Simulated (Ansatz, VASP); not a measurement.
**Two plane-wave programs on Sc2In**

The input INCAR:

```
SYSTEM = Sc2In
ALGO = Normal
EDIFF = 1E-6
ENCUT = 520
GGA = CA
ISIF = 2
ISMEAR = 1
LASPH = .TRUE.
LCHARG = .FALSE.
LREAL = .FALSE.
LWAVE = .FALSE.
NBANDS = 44
NELM = 60
PREC = Accurate
SIGMA = 0.1
```

Contents of KPOINTS:

```
k-points
0
G
  5 5 4
  0 0 0
```

The input POSCAR:

```
Sc2In
1.0
    4.9048082445      0.0000000000      0.0000000000
   -2.4524041223      4.2476883300      0.0000000000
    0.0000000000      0.0000000000      6.1295125189
Sc In
4 2
Direct
    0.0000000000      0.0000000000      0.0000000000
    0.0000000000      0.0000000000      0.5000000000
    0.3333333333      0.6666666667      0.7500000000
    0.6666666667      0.3333333333      0.2500000000
    0.3333333333      0.6666666667      0.2500000000
    0.6666666667      0.3333333333      0.7500000000
```

Input for Ansatz:

```yaml
crystal:
  lattice:
    - [4.904808244530044, 0.0, 0.0]
    - [-2.452404122265022, 4.247688329983537, 0.0]
    - [0.0, 0.0, 6.129512518870179]
  atoms:
    - { symbol: Sc, position: [0.0, 0.0, 0.0] }
    - { symbol: Sc, position: [0.0, 0.0, 0.5] }
    - { symbol: Sc, position: [0.3333333333333333, 0.6666666666666666, 0.75] }
    - { symbol: Sc, position: [0.6666666666666666, 0.3333333333333333, 0.25] }
    - { symbol: In, position: [0.3333333333333333, 0.6666666666666666, 0.25] }
    - { symbol: In, position: [0.6666666666666666, 0.3333333333333333, 0.75] }
basis:
  ecutwfc: 500.0
kpoints:
  mp_grid:
    grid: [5, 5, 4]
hamiltonian:
  xc: lda
scf:
  occupations:
    method: cold
    width: 0.1
output:
  stress: true
```

Alike in both runs: task single point; functional LDA; k mesh 5 × 5 × 4; no spin polarisation.

|  | VASP | Ansatz |
| --- | --- | --- |
| version | VASP 6.6.1 | Ansatz 0.2.0 |
| potentials or method | VASP PAW LDA potentials, release 64 (Sc_sv, In_d), cutoff 520 eV | plane waves, PAW |
| occupations | methfessel-paxton of order 1, width 0.1 eV | cold, width 0.1 eV |
| valence electrons in the cell | 70 | 70 |

|  | VASP | Ansatz | Ansatz less VASP |
| --- | --- | --- | --- |
| pressure (GPa) | 0.7 | 0.5 | -0.22 |
| traceless stress, the component that is largest in VASP (GPa) | -0.57 | -0.50 | +0.065 |

LDA's correlation is that of Perdew and Zunger in VASP and of Perdew and Wang (1992) in Ansatz.
